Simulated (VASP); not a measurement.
# SiC (Pmc2_1) in VASP: a series of runs, part 2 of 2

VASP 6.6.1. Earlier steps stand in the parts before.

**5. Single point, PBE (the distance across one plane changed)**

INCAR

```
SYSTEM = SiC
PREC = Accurate
ENCUT = 520
EDIFF = 1E-6
ISMEAR = 0
SIGMA = 0.05
LREAL = Auto
LASPH = .TRUE.
NELM = 80
ALGO = Normal
ISIF = 2
LWAVE = .FALSE.
LCHARG = .FALSE.
GGA = PE
NBANDS = 46
```

KPOINTS

```
regular mesh
0
G
  9 5 3
  0 0 0
```

POSCAR

```
SiC
1.0
    1.5458832036     -2.6775482513      0.0000000000
    0.0000000000      0.0000000000     -5.0740211774
    9.9248182749      5.7300965025      0.0000000000
Si C
8 8
Direct
    0.5000000000      0.9954364687      0.7787967300
    0.0000000000      0.9954364687      0.0778796730
    0.5000000000      0.9954364687      0.3115186920
    0.0000000000      0.9954364687      0.5451577110
    0.0000000000      0.4954364687      0.8566764030
    0.5000000000      0.4954364687      0.1557593460
    0.0000000000      0.4954364687      0.3893983650
    0.5000000000      0.4954364687      0.6230373840
    0.5000000000      0.6195635313      0.7787967300
    0.0000000000      0.6195635313      0.0778796730
    0.5000000000      0.6195635313      0.3115186920
    0.0000000000      0.6195635313      0.5451577110
    0.0000000000      0.1195635313      0.8566764030
    0.5000000000      0.1195635313      0.1557593460
    0.0000000000      0.1195635313      0.3893983650
    0.5000000000      0.1195635313      0.6230373840
```

Potentials or basis: VASP PAW PBE potentials, release 64 (Si, C).

Launch:

```
$ cat potpaw_PBE.64/Si/POTCAR potpaw_PBE.64/C/POTCAR > POTCAR
$ mpirun -np 1 vasp_std > vasp.out
```

OUTCAR:

```text
SYSTEM = SiC
   PREC = Accurate
   ENCUT = 520
   EDIFF = 1E-6
   ISMEAR = 0
   LREAL = Auto
   LASPH = .TRUE.
   NELM = 80
   ISIF = 2
   GGA = PE

 ion  position               nearest neighbor table
   1  0.500  0.995  0.779-  13 1.89  13 1.89  16 1.89   9 1.91   4 3.09   4 3.09   5 3.10   5 3.10
                             5 3.10   5 3.10   8 3.10   8 3.10
   2  0.000  0.995  0.078-  14 1.89  14 1.89  10 1.91   3 3.09   3 3.09   6 3.10   6 3.10   6 3.10
                             6 3.10
   3  0.500  0.995  0.312-  15 1.89  15 1.89  14 1.89  11 1.91   2 3.09   4 3.09   4 3.09   2 3.09
                             7 3.10   7 3.10   7 3.10   7 3.10   6 3.10   6 3.10
   4  0.000  0.995  0.545-  16 1.89  16 1.89  15 1.89  12 1.91   3 3.09   1 3.09   3 3.09   1 3.09
                             8 3.10   8 3.10   8 3.10   8 3.10   7 3.10   7 3.10
   5  0.000  0.495  0.857-   9 1.89   9 1.89  13 1.91   8 3.09   8 3.09   1 3.10   1 3.10   1 3.10
                             1 3.10
   6  0.500  0.495  0.156-  10 1.89  10 1.89  11 1.89  14 1.91   7 3.09   7 3.09   2 3.10   2 3.10
                             2 3.10   2 3.10   3 3.10   3 3.10
   7  0.000  0.495  0.389-  11 1.89  11 1.89  12 1.89  15 1.91   6 3.09   8 3.09   6 3.09   8 3.09
                             3 3.10   3 3.10   3 3.10   3 3.10   4 3.10   4 3.10
   8  0.500  0.495  0.623-  12 1.89  12 1.89   9 1.89  16 1.91   7 3.09   5 3.09   7 3.09   5 3.09
                             4 3.10   4 3.10   4 3.10   4 3.10   1 3.10   1 3.10
   9  0.500  0.620  0.779-   5 1.89   5 1.89   8 1.89   1 1.91
  10  0.000  0.620  0.078-   6 1.89   6 1.89   2 1.91
  11  0.500  0.620  0.312-   7 1.89   7 1.89   6 1.89   3 1.91
  12  0.000  0.620  0.545-   8 1.89   8 1.89   7 1.89   4 1.91
  13  0.000  0.120  0.857-   1 1.89   1 1.89   5 1.91
  14  0.500  0.120  0.156-   2 1.89   2 1.89   3 1.89   6 1.91
  15  0.000  0.120  0.389-   3 1.89   3 1.89   4 1.89   7 1.91
  16  0.500  0.120  0.623-   4 1.89   4 1.89   1 1.89   8 1.91

  LATTYP: Found a simple orthorhombic cell.
 ALAT       =     3.0917664073
 B/A-ratio  =     1.6411398887
 C/A-ratio  =     3.7066813904

  Lattice vectors:

 A1 = (   1.5458832036,  -2.6775482513,   0.0000000000)
 A2 = (   0.0000000000,   0.0000000000,  -5.0740211774)
 A3 = (   9.9248182749,   5.7300965025,   0.0000000000)

Analysis of symmetry for initial positions (statically):
=====================================================================
 Subroutine PRICEL returns:
 Original cell was already a primitive cell.

 Routine SETGRP: Setting up the symmetry group for a
 simple orthorhombic supercell.

 Subroutine GETGRP returns: Found  4 space group operations
 (whereof  2 operations were pure point group operations)
 out of a pool of  8 trial point group operations.

The static configuration has the point symmetry C_1h.
 The point group associated with its full space group is C_2v.

Analysis of symmetry for dynamics (positions and initial velocities):
=====================================================================
 Subroutine PRICEL returns:
 Original cell was already a primitive cell.

 Routine SETGRP: Setting up the symmetry group for a
 simple orthorhombic supercell.

 Subroutine GETGRP returns: Found  4 space group operations
 (whereof  2 operations were pure point group operations)
 out of a pool of  8 trial point group operations.

The dynamic configuration has the point symmetry C_1h.
 The point group associated with its full space group is C_2v.

[... 109 lines left out ...]
   number of dos      NEDOS =    301   number of ions     NIONS =     16
   total plane-waves  NPLWV =  86400
   dimension x,y,z NGX =    24 NGY =   40 NGZ =   90
   dimension x,y,z NGXF=    48 NGYF=   80 NGZF=  180
   ions per type =               8   8
   NGX,Y,Z   is equivalent  to a cutoff of  12.90, 13.11, 13.06 a.u.
   NGXF,Y,Z  is equivalent  to a cutoff of  25.81, 26.21, 26.11 a.u.
 SYSTEM =  SiC
   PREC   = accura    normal or accurate (medium, high low for compatibility)
   ISTART =      0    job   : 0-new  1-cont  2-samecut
   ICHARG =      2    charge: 1-file 2-atom 10-const
   ISPIN  =      1    spin polarized calculation?
   LNONCOLLINEAR =      F non collinear calculations
   LSORBIT =      F    spin-orbit coupling
   LASPH  =      T    aspherical Exc in radial PAW
   ENCUT  =  520.0 eV  38.22 Ry    6.18 a.u.   5.75  9.43 21.31*2*pi/ulx,y,z
   NELM   =     80;   NELMIN=  2; NELMDL= -5     # of ELM steps
   EDIFF  = 0.1E-05   stopping-criterion for ELM
   LREAL  =      T    real-space projection
   EDIFFG = 0.1E-04   stopping-criterion for IOM
   NSW    =      0    number of steps for IOM
   IBRION =     -1    ionic relax: 0-MD 1-quasi-New 2-CG
   NFREE  =      0    steps in history (QN), initial steepest desc. (CG)
   ISIF   =      2    stress and relaxation
   ISYM   =      2    0-nonsym 1-usesym 2-fastsym
   POTIM  = 0.5000    time-step for ionic-motion
   TEBEG  =    0.0;   TEEND  =   0.0 temperature during run
   PSTRESS=    0.0 pullay stress
   NELECT =      64.0000    total number of electrons
   NUPDOWN=      -1.0000    fix difference up-down
   EMIN   =  10.00;   EMAX   =-10.00  energy-range for DOS
   EFERMI =   0.00;   METHOD = LEGACY
   ISMEAR =     0;   SIGMA  =   0.05  broadening in eV -4-tet -1-fermi 0-gaus
   EFERMI_NEDOS =   21; number of points for ismear=-14 and -15
   IALGO  =     38    algorithm
   IMIX   =      4    mixing-type and parameters
     AMIX     =   0.40;   BMIX     =  1.00
     AMIX_MAG =   1.60;   BMIX_MAG =  1.00
  volume/ion in A,a.u.               =      11.24        75.83
  Fermi-wavevector in a.u.,A,eV,Ry     =   1.160249  2.192553 18.315859  1.346178
  Thomas-Fermi vector in A             =   2.296833
   LORBIT       =      0    0 simple, 1 ext, 2 COOP (PROOUT), +10 PAW based schemes
   GGA     = PE    functional components
   LHFCALC =     F    Hartree Fock is set to
   AEXX    =    0.0000 exact exchange contribution
   IVDW    =     0    specifies the selected vdW correction
   LEPSILON=     F    determine dielectric tensor
   LRPA    =     F    only Hartree local field effects (RPA)
 non-spin polarized calculation
 Gauss-broadening in eV      SIGMA  =   0.05
  energy-cutoff  :      520.00
  volume of cell :      179.78
 maximum number of plane-waves:      4880
 NGX is ok and might be reduce to    24
   NGX = 11   NGY = 19   NGZ = 43

 number of electron      63.9999995 magnetization

 Free energy of the ion-electron system (eV)
  ---------------------------------------------------
  ext. energy  EPLUGINS =         0.00000000
  ---------------------------------------------------
  free energy    TOTEN  =      -117.47235333 eV

  energy without entropy =     -117.47235333  energy(sigma->0) =     -117.47235333

 E-fermi :   7.6898     XC(G=0): -10.9477

 val. band max:        7.4313115799   @ k =   0.1111   0.0000  -0.0000
 cond. band min:       8.5129304674   @ k =   0.4444   0.0000   0.0000
 fundamental gap:      1.0816188875
 Fermi energy:         7.6897810999

 k-point     1 :       0.0000    0.0000    0.0000
  band No.  band energies     occupation
      1      -8.0812      2.00000
      2      -7.2971      2.00000
      3      -6.4857      2.00000
      4      -5.1891      2.00000
      5      -4.5829      2.00000
      6      -3.9403      2.00000
[... 1117 lines left out ...]
     43      13.8254      0.00000
     44      13.9723      0.00000

 [... further k-points ...]

 [bands above 44 left out]

------------------------ aborting loop because EDIFF is reached ----------------------------------------

  FORCE on cell =-STRESS in cart. coord.  units (eV):
  Direction    XX          YY          ZZ          XY          YZ          ZX
  --------------------------------------------------------------------------------------
  -------------------------------------------------------------------------------------
  Total      -11.3808599     -4.2312749     -0.9721264     -6.1917223      0.0000000      0.0000000
  in kB     -101.4226092    -37.7077777     -8.6632817    -55.1786627      0.0000000      0.0000000
  external PRESSURE =     -49.2645562 kB  Pullay stress =       0.0000000 kB

 VOLUME and BASIS-vectors are now :
 -----------------------------------------------------------------------------
  energy-cutoff  :      520.00
  volume of cell :      179.78
      direct lattice vectors                 reciprocal lattice vectors
     1.545883204 -2.677548251  0.000000000     0.161719850 -0.280106997  0.000000000
     0.000000000  0.000000000 -5.074021177     0.000000000  0.000000000 -0.197082347
     9.924818275  5.730096503  0.000000000     0.075568134  0.043629283  0.000000000

 POSITION                                       TOTAL-FORCE (eV/Angst)
 -----------------------------------------------------------------------------------
      8.50236      3.12381     -5.05087         1.235463      0.713295     -0.448016
      0.77294      0.44626     -5.05087        -1.150742     -0.664381      0.977741
      3.86471      0.44626     -5.05087         0.080969      0.046748      0.309685
      5.41059      3.12381     -5.05087         0.086304      0.049828     -0.040016
      8.50236      4.90884     -2.51386         1.150742      0.664381      0.977741
      2.31882     -0.44626     -2.51386        -1.235463     -0.713295     -0.448016
[... 8 lines left out ...]
      3.86471      2.23129     -0.60667        -0.175206     -0.101155     -0.055146
      6.95647      2.23129     -0.60667        -0.240555     -0.138885     -0.023428
 -----------------------------------------------------------------------------------
    total drift:                                0.000025      0.000014     -0.012243

  FREE ENERGIE OF THE ION-ELECTRON SYSTEM (eV)
  ---------------------------------------------------
  free  energy   TOTEN  =      -117.4723533306 eV

  energy  without entropy=     -117.4723533306  energy(sigma->0) =     -117.47235333
```

Wall time 2.1 min (1 thread of Intel Xeon 6975P-C (Granite Rapids), shared host); peak memory 0.35 GiB.

Results:

```
Free energy            : -117.4724 eV
Pressure               : -4.9 GPa
Largest force          : 1.650 eV/Å
Band gap on the k mesh : 1.08 eV (least direct gap 1.46 eV)
```

Forces on the atoms (eV/Å):
```
Si   1.235  0.713 -0.448
Si  -1.151 -0.664  0.978
Si   0.081  0.047  0.310
Si   0.086  0.050 -0.040
Si   1.151  0.664  0.978
Si  -1.235 -0.713 -0.448
Si  -0.086 -0.050 -0.040
Si  -0.081 -0.047  0.310
C    0.761  0.439 -0.444
C   -0.945 -0.546 -0.277
C    0.241  0.139 -0.023
C    0.175  0.101 -0.055
C    0.945  0.546 -0.277
C   -0.761 -0.439 -0.444
C   -0.175 -0.101 -0.055
C   -0.241 -0.139 -0.023
```

Caveat: the cell differs from its parent crystal (the distance across one plane changed); the stress differs along the axes, from -10 to -1 GPa; forces of over 1 eV/Å act on the atoms, so gaps and moduli don't describe the material at rest. A k mesh can miss the band edges.

**6. Summary**

| cell | gap on the mesh (eV) | pressure (GPa) | largest force (eV/Å) |
| --- | --- | --- | --- |
| a = 3.092, b = 5.074, c = 10.410 Å, 16 atoms | 2.14 | 10.1 | 7.62 |
| a = 3.092, b = 5.074, c = 10.960 Å, 16 atoms | 2.33 | -3.4 | 1.58 |
| a = 3.092, b = 5.074, c = 11.210 Å, 16 atoms | 1.70 | -4.6 | 1.79 |
| a = 3.092, b = 5.074, c = 11.460 Å, 16 atoms | 1.08 | -4.9 | 1.65 |

Alike in all rows: task single point; level PBE; potentials or basis VASP PAW PBE potentials, release 64 (Si, C); no spin polarisation; k mesh 9 × 5 × 3; cutoff (eV) 520; smearing gaussian 0.05 eV.

Caveats: forces of over 1 eV/Å act on the atoms, so gaps and moduli don't describe the material at rest; the stress differs along the axes, from -10 to -1 GPa (at least some runs); the stress differs along the axes, from 3 to 20 GPa (at least some runs); the stress differs along the axes, from -7 to -0 GPa (at least some runs).

Absolute energies hang on the potentials; compare differences alone.
